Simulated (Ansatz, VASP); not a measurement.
## Ge: VASP beside Ansatz

INCAR

```
SYSTEM = Ge
ALGO = Normal ; EDIFF = 1E-7
ENCUT = 520 ; GGA = RP
ISIF = 2 ; ISMEAR = -1
LASPH = .TRUE. ; LCHARG = .TRUE.
LELF = .TRUE. ; LREAL = .FALSE.
LVHAR = .TRUE. ; LWAVE = .FALSE.
NBANDS = 36 ; NELM = 80
PREC = Accurate ; SIGMA = 0.1
```

KPOINTS

```
k-points
0
G
  13 13 4
  0 0 0
```

POSCAR

```
Ge
1.0
    3.1609218632      0.0000000000      0.0000000000
   -1.5804609316      2.7374386329      0.0000000000
    0.0000000000      0.0000000000     10.3647025161
Ge
4
Direct
    0.0000000000      1.0000000000      1.0000000000
    0.0000000000      1.0000000000      0.5000000000
    0.3333333333      0.6666666667      0.2500000000
    0.6666666667      0.3333333333      0.7500000000
```

Input for Ansatz:

```yaml
crystal:
  lattice:
    - [3.1609218632, 0.0, 0.0]
    - [-1.5804609316, 2.7374386329, 0.0]
    - [0.0, 0.0, 10.3647025161]
  atoms:
    - { symbol: Ge, position: [0.0, 1.0, 1.0] }
    - { symbol: Ge, position: [0.0, 1.0, 0.5] }
    - { symbol: Ge, position: [0.3333333333, 0.6666666667, 0.25] }
    - { symbol: Ge, position: [0.6666666667, 0.3333333333, 0.75] }
hamiltonian:
  xc: rpbe
  pseudopotentials:
    kind: paw
    azcp:
      Ge: "pseudopotentials/Ge.paw.azcp"
basis:
  ecutwfc: 420
  fft_grid_basis: typed
kpoints:
  mp_grid: { grid: [13, 13, 4], shift: [0, 0, 0] }
magnetization:
  spin_polarized: false
scf:
  occupations: { method: fermi_dirac, width: 0.1 }
  lower_state_search: "off"
output:
  stress: true
```

Alike in both runs: task single point; functional RPBE; k mesh 13 × 13 × 4; occupations fermi-dirac, width 0.1 eV; no spin polarisation.

|  | VASP | Ansatz |
| --- | --- | --- |
| version | VASP 6.6.1 | Ansatz 0.2.0 |
| potentials or method | VASP PAW PBE potentials, release 64 (Ge_d), cutoff 520 eV | plane waves (420 eV) with PAW, scalar-relativistic |
| valence electrons in the cell | 56 | 56 |

Ansatz gave:

```
pressure (GPa)                                                : -5.2
traceless stress, the component that is largest in VASP (GPa) : 0.60
```

What did VASP give for the same quantities?

Pressure (GPa): -5.3; traceless stress, the component that is largest in VASP (GPa): 0.60.

VASP's potentials were made for PBE, not for RPBE.
